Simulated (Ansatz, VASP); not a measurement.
## AlGe6S: VASP beside Ansatz

Contents of INCAR:

```
SYSTEM = AlGe6S
  ALGO = Normal
  EDIFF = 1E-6
  ENCUT = 520
  GGA = PE
  ISIF = 2
  ISMEAR = 0
  LASPH = .TRUE.
  LCHARG = .FALSE.
  LREAL = .FALSE.
  LWAVE = .FALSE.
  NBANDS = 56
  NELM = 80
  PREC = Accurate
  SIGMA = 0.1
```

The input KPOINTS:

```
k-points
0
G
  4 4 4
  0 0 0
```

POSCAR

```
AlGe6S
1.0
    0.0000000000      4.3078368800      4.3078368800
    4.3078368800      0.0000000000      4.3078368800
    4.3078368800      4.3078368800      0.0000000000
Al Ge S
1 6 1
Direct
    0.0000000000      0.0000000000      0.0000000000
    0.7445865900      0.2554134100      0.2554134100
    0.2554134100      0.7445865900      0.7445865900
    0.2554134100      0.7445865900      0.2554134100
    0.7445865900      0.2554134100      0.7445865900
    0.2554134100      0.2554134100      0.7445865900
    0.7445865900      0.7445865900      0.2554134100
    0.5000000000      0.5000000000      0.5000000000
```

Input for Ansatz:

```yaml
crystal:
  lattice:
    - [0.0, 4.30783688, 4.30783688]
    - [4.30783688, 0.0, 4.30783688]
    - [4.30783688, 4.30783688, 0.0]
  atoms:
    - { symbol: Al, position: [0.0, 0.0, 0.0] }
    - { symbol: Ge, position: [0.74458659, 0.25541341, 0.25541341] }
    - { symbol: Ge, position: [0.25541341, 0.74458659, 0.74458659] }
    - { symbol: Ge, position: [0.25541341, 0.74458659, 0.25541341] }
    - { symbol: Ge, position: [0.74458659, 0.25541341, 0.74458659] }
    - { symbol: Ge, position: [0.25541341, 0.25541341, 0.74458659] }
    - { symbol: Ge, position: [0.74458659, 0.74458659, 0.25541341] }
    - { symbol: S, position: [0.5, 0.5, 0.5] }
basis:
  ecutwfc: 420
kpoints:
  mp_grid: { grid: [4, 4, 4] }
hamiltonian:
  xc: pbe
scf:
  occupations: { method: gaussian, width: 0.1 }
  lower_state_search: "off"
output:
  forces: true
  stress: true
  eigenvalues: true
```

Alike in both runs: task single point; functional PBE; k mesh 4 × 4 × 4; occupations gaussian, width 0.1 eV; no spin polarisation.

|  | VASP | Ansatz |
| --- | --- | --- |
| version | VASP 6.6.1 | Ansatz 0.2.0 |
| potentials or method | VASP PAW PBE potentials, release 64 (Al, Ge_d, S), cutoff 520 eV | scalar-relativistic, plane waves, PAW |
| valence electrons in the cell | 93 | 93 |

VASP gave:

| Item | Value |
| --- | --- |
| gap on the k mesh at the Fermi level (eV) | none |
| rms of the force components (eV/Å) | 0.474 |

**Question.** What did Ansatz give for the same quantities?

**Answer.** gap on the k mesh at the Fermi level (eV): none; rms of the force components (eV/Å): 0.489.

Atom by atom the forces differ by 0.015 eV/Å (rms over components). A gap of «none» marks a metal or a gap that the smearing closes.
